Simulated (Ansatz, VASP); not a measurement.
One calculation of NaTiPt3, two programs

Contents of INCAR:

```
  PREC = Accurate
  ENCUT = 600
  EDIFF = 1E-6
  ISMEAR = 0
  SIGMA = 0.1
  LREAL = F
  LASPH = T
  NELM = 100
  ALGO = Fast
  ISIF = 3
  LWAVE = F
  LCHARG = F
  GGA = PE
  IBRION = 2
  NSW = 90
  EDIFFG = -0.04
```

File KPOINTS:

```
Automatic mesh
0
Gamma
  4 4 4
```

File POSCAR:

```
NaTiPt3
1.0
    4.3096983300      0.0000000000      0.0000000000
    0.0000000000      4.3096983300      0.0000000000
    0.0000000000      0.0000000000      4.3096983300
Na Ti Pt
1 1 3
Direct
    0.0000000000      0.0000000000      0.0000000000
    0.5000000000      0.5000000000      0.5000000000
    0.0000000000      0.5000000000      0.5000000000
    0.5000000000      0.0000000000      0.5000000000
    0.5000000000      0.5000000000      0.0000000000
```

Input for Ansatz:

```yaml
crystal:
  lattice:
    - [4.30969833, 0.0, 0.0]
    - [0.0, 4.30969833, 0.0]
    - [0.0, 0.0, 4.30969833]
  atoms:
    - { symbol: Na, position: [0.0, 0.0, 0.0] }
    - { symbol: Ti, position: [0.5, 0.5, 0.5] }
    - { symbol: Pt, position: [0.0, 0.5, 0.5] }
    - { symbol: Pt, position: [0.5, 0.0, 0.5] }
    - { symbol: Pt, position: [0.5, 0.5, 0.0] }
basis:
  ecutwfc: 420
kpoints:
  mp_grid: { grid: [4, 4, 4] }
hamiltonian:
  xc: pbe
scf:
  occupations: { method: gaussian, width: 0.1 }
  lower_state_search: "off"
output:
  forces: true
  stress: true
  eigenvalues: true
relax:
  adjacent_minimum: "off"
  f_tol: 0.04
  max_steps: 70
  cell: { stress_tol: 0.4 }
```

Change from the starting cell: species swapped into the GdBRh3 type (Pm-3m, No. 221).

Alike in both runs: task relaxation of cell and atoms; functional PBE; k mesh 4 × 4 × 4; occupations gaussian, width 0.1 eV; no spin polarisation.

|  | VASP | Ansatz |
| --- | --- | --- |
| version | VASP 6.6.1 | Ansatz 0.2.0 |
| potentials or method | VASP PAW PBE potentials, release 64 (Na_pv, Ti_sv, Pt), cutoff 600 eV | scalar-relativistic, plane waves, PAW |
| valence electrons in the cell | 49 | 75 |

```tsv
	VASP	Ansatz	Ansatz less VASP
gap on the k mesh at the Fermi level, each at its own relaxed structure (eV)	none	none	-
relaxed volume (Å³/atom)	21.73	21.67	-0.061
relaxed cell length with the largest relative difference (Å)	4.772	4.767	-0.0044
```

A gap of «none» marks a metal or a gap that the smearing closes. VASP's potentials hold 49 valence electrons a cell and Ansatz's 75, so a difference there can come from the potentials and not from the codes.

The k mesh is coarse, so the values compare programs but aren't converged. Neither program's run includes spin-orbit coupling. Noted on VASP's run: the volume moved by over 15 % at a fixed basis, so the end points are rough.
